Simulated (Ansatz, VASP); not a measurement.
**Os: VASP beside Ansatz**

```
Os
1.0
     2.75548    0.00000    0.00000
    -1.37774    2.38631    0.00000
     0.00000    0.00000    4.34245
Os
2
Direct
  0.33333 0.66667 0.25000
  0.66667 0.33333 0.75000
```

Alike in both runs: functional PBE; k mesh 17 × 17 × 9; occupations fermi-dirac, width 0.05 eV; no spin polarisation.

Ansatz relaxed the structure, and its values are those at the end. VASP's run is a single point on that final structure, the one shown.

|  | VASP | Ansatz |
| --- | --- | --- |
| version | VASP 6.6.1 | Ansatz 0.2.0 |
| potentials or method | VASP PAW PBE potentials, release 64 (Os), cutoff 520 eV | all-electron LAPW, scalar-relativistic |

```tsv
	VASP	Ansatz	Ansatz less VASP
pressure (GPa)	-0.2	0.0	+0.16
```

Ansatz ran all-electron here, and VASP with PAW potentials.

Spin-orbit coupling is off throughout.
